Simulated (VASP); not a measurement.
Set up this calculation in VASP 6.6.1, as the native input.

```
Task                   : single point
Functional             : r2SCAN
Potentials or basis    : VASP PAW PBE potentials, release 64 (Mg, O)
Cutoff                 : 520 eV
k mesh                 : 9 × 9 × 6
Occupations            : gaussian, width 0.02 eV
Spin                   : no spin polarisation
Dipole correction      : no
Further INCAR settings : ALGO = Normal; EDIFF = 1e-06; NBANDS = 16
```

Crystal: MgO.

```
Mg O
1.0
     3.32105    0.00000    0.00000
    -1.66053    2.87611    0.00000
     0.00000    0.00000    5.00286
Mg O
2 2
Direct
  0.33333 0.66667 0.00216
  0.66667 0.33333 0.50216
  0.33333 0.66667 0.40244
  0.66667 0.33333 0.90244
```

This cell differs from its parent crystal: strained.

The input as run:

POSCAR

```
MgO
1.0
    3.3210512123      0.0000000000      0.0000000000
   -1.6605256062      2.8761147171      0.0000000000
    0.0000000000      0.0000000000      5.0028630255
Mg O
2 2
Direct
    0.3333333300      0.6666666700      0.0021597400
    0.6666666700      0.3333333300      0.5021597400
    0.3333333300      0.6666666700      0.4024402600
    0.6666666700      0.3333333300      0.9024402600
```

INCAR.step1

```
  PREC = Accurate
  ENCUT = 520
  ISMEAR = 0
  SIGMA = 0.02
  LREAL = F
  LASPH = T
  NELM = 100
  NBANDS = 16
  GGA = PE
  ALGO = Normal
  EDIFF = 1E-4
  LWAVE = T
  LCHARG = F
```

INCAR.step2

```
  PREC = Accurate
  ENCUT = 520
  EDIFF = 1E-6
  ISMEAR = 0
  SIGMA = 0.02
  LREAL = F
  LASPH = T
  NELM = 100
  ALGO = Normal
  ISIF = 2
  LWAVE = F
  LCHARG = F
  METAGGA = R2SCAN
  LMIXTAU = T
  NBANDS = 16
  ISTART = 1
```

KPOINTS

```
Automatic mesh
0
Gamma
  9 9 6
```

Potentials or basis: VASP PAW PBE potentials, release 64 (Mg, O).

Run with:

```sh
$ cat potpaw_PBE.64/Mg/POTCAR potpaw_PBE.64/O/POTCAR > POTCAR
$ cp INCAR.step1 INCAR
$ mpirun -np 1 vasp_std > vasp.out
$ cp INCAR.step2 INCAR
$ mpirun -np 1 vasp_std > vasp.out
```

It gave:

The pressure is -2.6 GPa, the largest force is 0.040 eV/Å and the band gap on the k mesh is 4.06 eV.

Caveat: the cell differs from its parent crystal (strained); the PAW data sets were made with another functional, which shifts forces and pressure a little; an odd mesh through Γ misses points on the zone boundary, where band edges can lie.

It took 2.1 min on 1 thread of Intel(R) Xeon(R) Platinum 8259CL CPU @ 2.50GHz (Skylake/Cascade Lake), on a shared host, peak memory 0.19 GiB.
